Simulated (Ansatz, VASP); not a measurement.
## Sb4P: VASP beside Ansatz

```
Sb P
1.0
    -2.75100    2.75100    4.43137
     2.75100   -2.75100    4.43137
     2.75100    2.75100   -4.43137
Sb P
4 1
Direct
  0.31732 0.31732 0.00000
  0.68268 0.68268 0.00000
  0.50000 0.00000 0.50000
  0.00000 0.50000 0.50000
  0.00000 0.00000 0.00000
```

Change from the starting cell: species swapped into the SnF4 type (I4/mmm, No. 139).

Alike in both runs: task relaxation of cell and atoms; functional PBE; k mesh 10 × 10 × 10; occupations gaussian, width 0.1 eV; no spin polarisation.

```csv
,VASP,Ansatz
version,VASP 6.6.1,Ansatz 0.2.0
potentials or method,"VASP PAW PBE potentials, release 64 (Sb, P), cutoff 600 eV","scalar-relativistic, plane waves, PAW"
valence electrons in the cell,25,65
```

```csv
,VASP,Ansatz,Ansatz less VASP
"gap on the k mesh at the Fermi level, each at its own relaxed structure (eV)",none,none,-
relaxed volume (Å³/atom),26.91,26.96,+0.055
relaxed length of the cell vector where the two differ most in proportion (Å),5.906,5.907,+0.0014
```

A gap of «none» marks a metal or a gap that the smearing closes. VASP's potentials hold 25 valence electrons a cell and Ansatz's 65, so a difference there can come from the potentials and not from the codes.

Neither program's run includes spin-orbit coupling.
